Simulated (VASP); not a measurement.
# MgS (P1) in VASP: a series of runs

Runs on MgS. Level: r2SCAN. Tasks: single point.

Program: VASP 6.6.1. These are calculated values, not measurements. Logs are shortened: lines on timing, memory, paths and dates and some standing lists are left out, and cuts for length are marked.

## Step 1: The cell of the first run

The typed cell holds 16 atoms: a = 7.358 Å, b = 7.358 Å, c = 7.358 Å, α = 60.00°, β = 60.00°, γ = 60.00°.

## Step 2: Single point, r2SCAN

POSCAR

```
MgS
1.0
    0.0000000000      5.2030358740      5.2030358740
    5.2030358740      0.0000000000      5.2030358740
    5.2030358740      5.2030358740      0.0000000000
Mg S
8 8
Direct
   -0.0001074373      0.0027261008     -0.0018787109
    0.0013024127      0.0039343377      0.4959526635
    0.0020707141      0.4981301422     -0.0010676459
   -0.0004078388      0.5013430742      0.4956031560
    0.4941993602      0.0066297832     -0.0006528881
    0.5045851237     -0.0024946013      0.4986653106
    0.5015463209      0.4981300461      0.0000871607
    0.5063227631      0.5005176906      0.4985150137
    0.2522309151      0.2458963442      0.2493504814
    0.2523407549      0.2454370931      0.7509154453
    0.2470009877      0.7546248181      0.2500217241
    0.2517140054      0.7483173467      0.7495164543
    0.7467050188      0.2511820083      0.2508760331
    0.7479839836      0.2495774643      0.7531455856
    0.7464810149      0.7491852054      0.2514129312
    0.7483327223      0.7490200134      0.7559628831
```

INCAR.step1

```
ALGO     = Normal         # electronic algorithm
EDIFF    = 1E-4           # SCF threshold, eV
ENCUT    = 520            # plane-wave cutoff, eV
GGA      = PE             # functional
ISMEAR   = -1             # smearing method
LASPH    = True           # aspherical terms in the spheres
LCHARG   = False          # write CHGCAR
LREAL    = Auto         
LWAVE    = True           # write WAVECAR
NBANDS   = 46             # bands
NELM     = 80             # most SCF steps
PREC     = Accurate       # precision mode
SIGMA    = 0.02           # smearing width, eV
```

INCAR.step2

```
ALGO     = Normal         # electronic algorithm
EDIFF    = 1E-6           # SCF threshold, eV
ENCUT    = 520            # plane-wave cutoff, eV
ISIF     = 2              # what is computed and relaxed
ISMEAR   = -1             # smearing method
ISTART   = 1            
LASPH    = True           # aspherical terms in the spheres
LCHARG   = False          # write CHGCAR
LMIXTAU  = True         
LREAL    = Auto         
LWAVE    = False          # write WAVECAR
METAGGA  = R2SCAN         # meta-GGA
NBANDS   = 46             # bands
NELM     = 80             # most SCF steps
PREC     = Accurate       # precision mode
SIGMA    = 0.02           # smearing width, eV
```

KPOINTS

```
k-points
0
Gamma
  2 2 2
```

Potentials or basis: VASP PAW PBE potentials, release 64 (Mg, S).

Command:

```console
$ cat potpaw_PBE.64/Mg/POTCAR potpaw_PBE.64/S/POTCAR > POTCAR
$ cp INCAR.step1 INCAR
$ mpirun -np 1 vasp_std > vasp.out
$ cp INCAR.step2 INCAR
$ mpirun -np 1 vasp_std > vasp.out
```

OUTCAR:

```text
EDIFF = 1E-6
   ENCUT = 520
   ISIF = 2
   ISMEAR = -1
   ISTART = 1
   LASPH = True
   LREAL = Auto
   METAGGA = R2SCAN
   NELM = 80
   PREC = Accurate

 ion  position               nearest neighbor table
   1  1.000  0.003  0.998-  10 2.58  14 2.59  11 2.60  13 2.61  12 2.62  15 2.64   7 3.66   5 3.66
                             3 3.66
   2  0.001  0.004  0.496-   9 2.56  11 2.58  13 2.60  14 2.62  12 2.62  16 2.64   5 3.64   3 3.65
                             8 3.65   4 3.65
   3  0.002  0.498  0.999-  16 2.58  12 2.60   9 2.60  10 2.61  13 2.61  15 2.62   5 3.62   2 3.65
                             1 3.66   4 3.66
   4  1.000  0.501  0.496-  15 2.59  11 2.61   9 2.61  14 2.62  10 2.64  16 2.64   8 3.62   6 3.65
                             2 3.65   3 3.66
   5  0.494  0.007  0.999-   9 2.55  10 2.55  14 2.58  11 2.60  16 2.61  15 2.62   3 3.62   2 3.64
                             7 3.65   1 3.66
   6  0.505  0.998  0.499-  15 2.58  13 2.58  10 2.60  16 2.61   9 2.61  12 2.61   4 3.65   8 3.65

   7  0.502  0.498  0.000-  14 2.58  13 2.58  16 2.59  12 2.60   9 2.61  11 2.64   5 3.65   1 3.66

   8  0.506  0.501  0.499-  15 2.54  14 2.58  13 2.59  12 2.60  11 2.64  10 2.65   4 3.62   2 3.65
                             6 3.65
   9  0.252  0.246  0.249-   5 2.55   2 2.56   3 2.60   7 2.61   6 2.61   4 2.61
  10  0.252  0.245  0.751-   5 2.55   1 2.58   6 2.60   3 2.61   4 2.64   8 2.65
  11  0.247  0.755  0.250-   2 2.58   1 2.60   5 2.60   4 2.61   7 2.64   8 2.64
  12  0.252  0.748  0.750-   8 2.60   3 2.60   7 2.60   6 2.61   1 2.62   2 2.62
  13  0.747  0.251  0.251-   6 2.58   7 2.58   8 2.59   2 2.60   1 2.61   3 2.61
  14  0.748  0.250  0.753-   7 2.58   8 2.58   5 2.58   1 2.59   2 2.62   4 2.62
  15  0.746  0.749  0.251-   8 2.54   6 2.58   4 2.59   3 2.62   5 2.62   1 2.64
  16  0.748  0.749  0.756-   3 2.58   7 2.59   5 2.61   6 2.61   2 2.64   4 2.64

  LATTYP: Found a face centered cubic cell.
 ALAT       =    10.4060717480

  Lattice vectors:

 A1 = (   0.0000000000,   5.2030358740,   5.2030358740)
 A2 = (   5.2030358740,   0.0000000000,   5.2030358740)
 A3 = (   5.2030358740,   5.2030358740,   0.0000000000)

Analysis of symmetry for initial positions (statically):
=====================================================================
 Subroutine PRICEL returns:
 Original cell was already a primitive cell.

 Routine SETGRP: Setting up the symmetry group for a
 face centered cubic supercell.

 Subroutine GETGRP returns: Found  1 space group operations
 (whereof  1 operations were pure point group operations)
 out of a pool of 48 trial point group operations.

The static configuration has the point symmetry C_1 .

Analysis of symmetry for dynamics (positions and initial velocities):
=====================================================================
 Subroutine PRICEL returns:
 Original cell was already a primitive cell.

 Routine SETGRP: Setting up the symmetry group for a
 face centered cubic supercell.

 Subroutine GETGRP returns: Found  1 space group operations
 (whereof  1 operations were pure point group operations)
 out of a pool of 48 trial point group operations.

The dynamic configuration has the point symmetry C_1 .

 Subroutine INISYM returns: Found  1 space group operations
 (whereof  1 operations are pure point group operations),
 and found     1 'primitive' translations

----------------------------------------------------------------------------------------

                                     Primitive cell

  volume of cell :     281.7088

  direct lattice vectors                    reciprocal lattice vectors
     0.000000000  5.203035874  5.203035874    -0.096097742  0.096097742  0.096097742
     5.203035874  0.000000000  5.203035874     0.096097742 -0.096097742  0.096097742
     5.203035874  5.203035874  0.000000000     0.096097742  0.096097742 -0.096097742

  length of vectors
     7.358203899  7.358203899  7.358203899     0.166446172  0.166446172  0.166446172

  position of ions in fractional coordinates (direct lattice)
[... 50 lines left out ...]
   EFERMI =   0.00;   METHOD = LEGACY
   ISMEAR =    -1;   SIGMA  =   0.02  broadening in eV -4-tet -1-fermi 0-gaus
   EFERMI_NEDOS =   21; number of points for ismear=-14 and -15
   IALGO  =     38    algorithm
   IMIX   =      4    mixing-type and parameters
     AMIX     =   0.40;   BMIX     =  1.00
     AMIX_MAG =   1.60;   BMIX_MAG =  1.00
  volume/ion in A,a.u.               =      17.61       118.82
  Fermi-wavevector in a.u.,A,eV,Ry     =   0.998929  1.887702 13.576701  0.997859
  Thomas-Fermi vector in A             =   2.131185
   LORBIT       =      0    0 simple, 1 ext, 2 COOP (PROOUT), +10 PAW based schemes
   METAGGA = R2SCAN    functional components
   LHFCALC =     F    Hartree Fock is set to
   AEXX    =    0.0000 exact exchange contribution
   IVDW    =     0    specifies the selected vdW correction
   LEPSILON=     F    determine dielectric tensor
   LRPA    =     F    only Hartree local field effects (RPA)
 non-spin polarized calculation
  energy-cutoff  :      520.00
  volume of cell :      281.71
 maximum number of plane-waves:      7640
 NGX is ok and might be reduce to    56
   NGX = 27   NGY = 27   NGZ = 27

 number of electron      63.9999998 magnetization

 Free energy of the ion-electron system (eV)
  ---------------------------------------------------
  ext. energy  EPLUGINS =         0.00000000
  ---------------------------------------------------
  free energy    TOTEN  =      -123.72788676 eV

  energy without entropy =     -123.72788676  energy(sigma->0) =     -123.72788676

 E-fermi :   4.0003     XC(G=0): -10.0823

 val. band max:        3.5251075912   @ k =   0.0000   0.0000   0.0000
 cond. band min:       6.9304269225   @ k =   0.0000   0.0000   0.0000
 fundamental gap:      3.4053193313
 Fermi energy:         4.0003090630

 k-point     1 :       0.0000    0.0000    0.0000
  band No.  band energies     occupation
      1      -9.6722      2.00000
      2      -8.3527      2.00000
      3      -8.3422      2.00000
      4      -8.3366      2.00000
      5      -8.3297      2.00000
      6      -7.9415      2.00000
[... 36 lines left out ...]
     43       8.7552      0.00000
     44      11.0005      0.00000
[... 287 lines left out ...]
      3      -8.4301      2.00000
      4      -8.4085      2.00000
      5      -8.3960      2.00000
      6      -8.3816      2.00000
[... 36 lines left out ...]
     43      11.8810      0.00000
     44      11.9010      0.00000
 [bands above 44 left out]

------------------------ aborting loop because EDIFF is reached ----------------------------------------

  FORCE on cell =-STRESS in cart. coord.  units (eV):
  Direction    XX          YY          ZZ          XY          YZ          ZX
  --------------------------------------------------------------------------------------
  -------------------------------------------------------------------------------------
  Total       -0.0906493     -0.0951099     -0.0430359      0.0005385     -0.0005085      0.0004635
  in kB       -0.5155545     -0.5409234     -0.2447602      0.0030624     -0.0028918      0.0026363
  external PRESSURE =      -0.4337461 kB  Pullay stress =       0.0000000 kB

 VOLUME and BASIS-vectors are now :
 -----------------------------------------------------------------------------
  energy-cutoff  :      520.00
  volume of cell :      281.71
      direct lattice vectors                 reciprocal lattice vectors
     0.000000000  5.203035874  5.203035874    -0.096097742  0.096097742  0.096097742
     5.203035874  0.000000000  5.203035874     0.096097742 -0.096097742  0.096097742
     5.203035874  5.203035874  0.000000000     0.096097742  0.096097742 -0.096097742

 POSITION                                       TOTAL-FORCE (eV/Angst)
 -----------------------------------------------------------------------------------
      5.20744     10.39574      5.21666        -0.083734      0.076751     -0.056755
      2.60093      2.58724      0.02725        -0.008401      0.115003     -0.216432
      7.78927      5.20825      2.60256         0.009908     -0.085443      0.054336
      5.18715      7.77955      7.80942         0.138610      0.123563      0.050385
      5.23413      7.77098      2.60583        -0.223821      0.115197     -0.074242
      7.78463      5.21995      7.81543         0.080403      0.057229     -0.103965
[... 8 lines left out ...]
      5.20615      5.19208      7.78200        -0.062045      0.106534      0.193869
      7.83048      7.82690      7.79078        -0.169773     -0.072235      0.111209
 -----------------------------------------------------------------------------------
    total drift:                                0.010406     -0.000954     -0.012561

  FREE ENERGIE OF THE ION-ELECTRON SYSTEM (eV)
  ---------------------------------------------------
  free  energy   TOTEN  =      -123.7278867649 eV

  energy  without entropy=     -123.7278867649  energy(sigma->0) =     -123.72788676
```

Run time: 4.4 min. Hardware: 1 thread of Intel Xeon 6975P-C (Granite Rapids), shared host; peak memory 0.47 GiB.

Results:

| Quantity | Value |
| --- | --- |
| Free energy | -123.7279 eV |
| Pressure | 0.0 GPa |
| Largest force | 0.277 eV/Å |
| Band gap on the k mesh | 3.41 eV |

Forces in eV/Å, atoms in the order of the input:
```
Mg  -0.084  0.077 -0.057
Mg  -0.008  0.115 -0.216
Mg   0.010 -0.085  0.054
Mg   0.139  0.124  0.050
Mg  -0.224  0.115 -0.074
Mg   0.080  0.057 -0.104
Mg   0.142 -0.088  0.073
Mg   0.070 -0.169 -0.197
S    0.257 -0.067  0.078
S    0.062 -0.243  0.113
S   -0.118  0.050 -0.177
S    0.064 -0.015 -0.037
S   -0.037  0.082  0.048
S   -0.122  0.013  0.140
S   -0.062  0.107  0.194
S   -0.170 -0.072  0.111
```

Caveat: the k points lie up to 0.52 Å⁻¹ apart; the PAW data sets were made with another functional, which shifts forces and pressure a little.

## Step 3: Single point, r2SCAN

POSCAR

```
MgS
1.0
    0.0000000000      5.2030358740      5.2030358740
    5.2030358740      0.0000000000      5.2030358740
    5.2030358740      5.2030358740      0.0000000000
Mg S
8 8
Direct
   -0.0000328654      0.0050583930     -0.0036630537
    0.0024221436      0.0072547069      0.4925023702
    0.0040695472      0.4965253099     -0.0023699625
   -0.0007469678      0.5027998198      0.4915886728
    0.4888989931      0.0124888626     -0.0013670865
    0.5089340270     -0.0051345024      0.4977763104
    0.5027970330      0.4968122578      0.0001470295
    0.5118379086      0.5011007156      0.4972216342
    0.2541144309      0.2423635990      0.2488674942
    0.2544031085      0.2414662383      0.7514181325
    0.2439974528      0.7587613454      0.2501915289
    0.2532605063      0.7466964661      0.7491581058
    0.7436509364      0.2522626274      0.2517486967
    0.7463569528      0.2491604962      0.7559380898
    0.7434802668      0.7484183454      0.2526005071
    0.7469544885      0.7480546155      0.7614287304
```

INCAR.step1

```
SYSTEM = MgS
PREC = Accurate
ENCUT = 520
ISMEAR = -1
SIGMA = 0.02
LREAL = Auto
LASPH = .True.
NELM = 80
NBANDS = 46
GGA = PE
ALGO = Normal
EDIFF = 1E-4
LWAVE = .True.
LCHARG = .False.
```

INCAR.step2

```
SYSTEM = MgS
PREC = Accurate
ENCUT = 520
EDIFF = 1E-6
ISMEAR = -1
SIGMA = 0.02
LREAL = Auto
LASPH = .True.
NELM = 80
ALGO = Normal
ISIF = 2
LWAVE = .False.
LCHARG = .False.
METAGGA = R2SCAN
LMIXTAU = .True.
NBANDS = 46
ISTART = 1
```

KPOINTS

```
Automatic mesh
0
Gamma
  2 2 2
  0 0 0
```

Potentials or basis: VASP PAW PBE potentials, release 64 (Mg, S).

Command:

```console
$ cat potpaw_PBE.64/Mg/POTCAR potpaw_PBE.64/S/POTCAR > POTCAR
$ cp INCAR.step1 INCAR
$ mpirun -np 1 vasp_std > vasp.out
$ cp INCAR.step2 INCAR
$ mpirun -np 1 vasp_std > vasp.out
```

Run time: 4.5 min. Hardware: 1 thread of Intel Xeon 6975P-C (Granite Rapids), shared host; peak memory 0.47 GiB.

Results (log left out):

| Quantity | Value |
| --- | --- |
| Free energy | -123.6278 eV |
| Pressure | 0.1 GPa |
| Largest force | 0.546 eV/Å |
| Band gap on the k mesh | 3.39 eV |

Forces in eV/Å, atoms in the order of the input:
```
Mg  -0.142  0.135 -0.107
Mg   0.001  0.200 -0.391
Mg   0.016 -0.142  0.090
Mg   0.233  0.216  0.082
Mg  -0.433  0.238 -0.131
Mg   0.155  0.095 -0.189
Mg   0.251 -0.159  0.121
Mg   0.123 -0.290 -0.388
S    0.508 -0.119  0.160
S    0.123 -0.465  0.199
S   -0.226  0.086 -0.320
S    0.118 -0.024 -0.067
S   -0.072  0.163  0.096
S   -0.231  0.017  0.255
S   -0.117  0.196  0.395
S   -0.308 -0.149  0.194
```

Stress tensor (GPa, compression positive):
```
 0.10  0.01  0.01
 0.01  0.08 -0.01
 0.01 -0.01  0.21
```

Levels at points of the mesh, in eV from the valence-band top:
```tsv
k point	band 30	band 31	band 32	band 33	band 34	band 35
(0.00, 0.00, 0.00)	-0.01	-0.01	0.00	3.39	3.39	3.40
(0.50, 0.00, 0.00)	-0.37	-0.33	-0.30	4.93	4.95	4.96
(0.00, 0.50, 0.00)	-0.45	-0.26	-0.25	4.91	4.92	4.94
(0.00, 0.00, 0.50)	-0.40	-0.31	-0.27	4.91	4.95	4.96
(0.50, 0.50, 0.50)	-0.42	-0.30	-0.27	4.91	4.93	4.97
(0.50, 0.50, 0.00)	-0.66	-0.64	-0.61	5.63	5.68	5.84
(0.00, 0.50, 0.50)	-0.67	-0.65	-0.61	5.64	5.68	5.85
(0.50, 0.00, 0.50)	-0.68	-0.65	-0.59	5.61	5.69	5.85
```

Caveat: the k points lie up to 0.52 Å⁻¹ apart; the PAW data sets were made with another functional, which shifts forces and pressure a little. r2SCAN opens gaps a little over a GGA but as a rule still falls short of measured ones.

## Step 4: Single point, r2SCAN

POSCAR

```
MgS
1.0
    0.0000000000      5.2030358740      5.2030358740
    5.2030358740      0.0000000000      5.2030358740
    5.2030358740      5.2030358740      0.0000000000
Mg S
8 8
Direct
    0.0002716683      0.0065064898     -0.0050458041
    0.0030950200      0.0092516179      0.4904068628
    0.0056829322      0.4955044636     -0.0037911520
   -0.0009315715      0.5041827624      0.4886800825
    0.4851446465      0.0163502621     -0.0020682156
    0.5123017724     -0.0075789406      0.4976393711
    0.5034480952      0.4964431464      0.0001640388
    0.5153990987      0.5016344425      0.4964320951
    0.2552178252      0.2401954417      0.2487085485
    0.2557487652      0.2389251257      0.7512529405
    0.2414189582      0.7616146796      0.2505320993
    0.2543533299      0.7453947261      0.7490281817
    0.7413967717      0.2530376557      0.2524910517
    0.7455184039      0.2488082019      0.7578154553
    0.7416812210      0.7478595371      0.2532623322
    0.7461578382      0.7472631545      0.7654016033
```

INCAR.step1

```
PREC     = Accurate       # precision mode
ENCUT    = 520            # plane-wave cutoff, eV
ISMEAR   = -1             # smearing method
SIGMA    = 0.02           # smearing width, eV
LREAL    = Auto         
LASPH    = T              # aspherical terms in the spheres
NELM     = 60             # most SCF steps
NBANDS   = 46             # bands
GGA      = PE             # functional
ALGO     = Normal         # electronic algorithm
EDIFF    = 1E-4           # SCF threshold, eV
LWAVE    = T              # write WAVECAR
LCHARG   = F              # write CHGCAR
```

INCAR.step2

```
PREC     = Accurate       # precision mode
ENCUT    = 520            # plane-wave cutoff, eV
EDIFF    = 1E-6           # SCF threshold, eV
ISMEAR   = -1             # smearing method
SIGMA    = 0.02           # smearing width, eV
LREAL    = Auto         
LASPH    = T              # aspherical terms in the spheres
NELM     = 60             # most SCF steps
ALGO     = Normal         # electronic algorithm
ISIF     = 2              # what is computed and relaxed
LWAVE    = F              # write WAVECAR
LCHARG   = F              # write CHGCAR
METAGGA  = R2SCAN         # meta-GGA
LMIXTAU  = T            
NBANDS   = 46             # bands
ISTART   = 1
```

KPOINTS

```
regular mesh
0
Gamma
  2 2 2
```

Command:

```console
$ cat potpaw_PBE.64/Mg/POTCAR potpaw_PBE.64/S/POTCAR > POTCAR
$ cp INCAR.step1 INCAR
$ mpirun -np 1 vasp_std > vasp.out
$ cp INCAR.step2 INCAR
$ mpirun -np 1 vasp_std > vasp.out
```

Run time: 4.6 min. Hardware: 1 thread of Intel Xeon 6975P-C (Granite Rapids), shared host; peak memory 0.48 GiB.

Results (log left out):

```yaml
Free_energy: -123.5333 eV
Pressure: 0.3 GPa
Largest_force: 0.717 eV/Å
Band_gap_on_the_k_mesh: 3.38 eV
```

Forces on the atoms (eV/Å):
```
Mg  -0.164  0.165 -0.145
Mg   0.024  0.241 -0.487
Mg   0.027 -0.153  0.095
Mg   0.272  0.277  0.086
Mg  -0.555  0.339 -0.153
Mg   0.200  0.089 -0.232
Mg   0.301 -0.190  0.131
Mg   0.144 -0.352 -0.524
S    0.666 -0.154  0.217
S    0.167 -0.598  0.252
S   -0.298  0.108 -0.393
S    0.149 -0.029 -0.077
S   -0.097  0.219  0.132
S   -0.300  0.010  0.322
S   -0.146  0.244  0.534
S   -0.389 -0.215  0.241
```

Stress tensor (GPa, compression positive):
```
 0.23  0.01  0.01
 0.01  0.23 -0.02
 0.01 -0.02  0.43
```

Levels at points of the mesh, in eV from the valence-band top:
| k point | band 29 | band 30 | band 31 | band 32 | band 33 | band 34 | band 35 | band 36 |
| --- | --- | --- | --- | --- | --- | --- | --- | --- |
| (0.00, 0.00, 0.00) | -0.64 | -0.02 | -0.02 | 0.00 | 3.38 | 3.38 | 3.40 | 4.53 |
| (0.50, 0.00, 0.00) | -0.42 | -0.37 | -0.34 | -0.29 | 4.89 | 4.93 | 4.94 | 5.03 |
| (0.00, 0.50, 0.00) | -0.51 | -0.48 | -0.25 | -0.23 | 4.87 | 4.90 | 4.91 | 5.06 |
| (0.00, 0.00, 0.50) | -0.47 | -0.41 | -0.31 | -0.26 | 4.88 | 4.92 | 4.95 | 5.04 |
| (0.50, 0.50, 0.50) | -0.45 | -0.43 | -0.30 | -0.26 | 4.87 | 4.91 | 4.96 | 5.03 |
| (0.50, 0.50, 0.00) | -0.70 | -0.66 | -0.63 | -0.60 | 5.59 | 5.66 | 5.82 | 5.83 |
| (0.00, 0.50, 0.50) | -0.70 | -0.67 | -0.65 | -0.60 | 5.61 | 5.67 | 5.84 | 5.85 |
| (0.50, 0.00, 0.50) | -0.71 | -0.69 | -0.64 | -0.57 | 5.58 | 5.68 | 5.84 | 5.84 |

Caveat: the k points lie up to 0.52 Å⁻¹ apart; the PAW data sets were made with another functional, which shifts forces and pressure a little. r2SCAN opens gaps a little over a GGA but as a rule still falls short of measured ones.
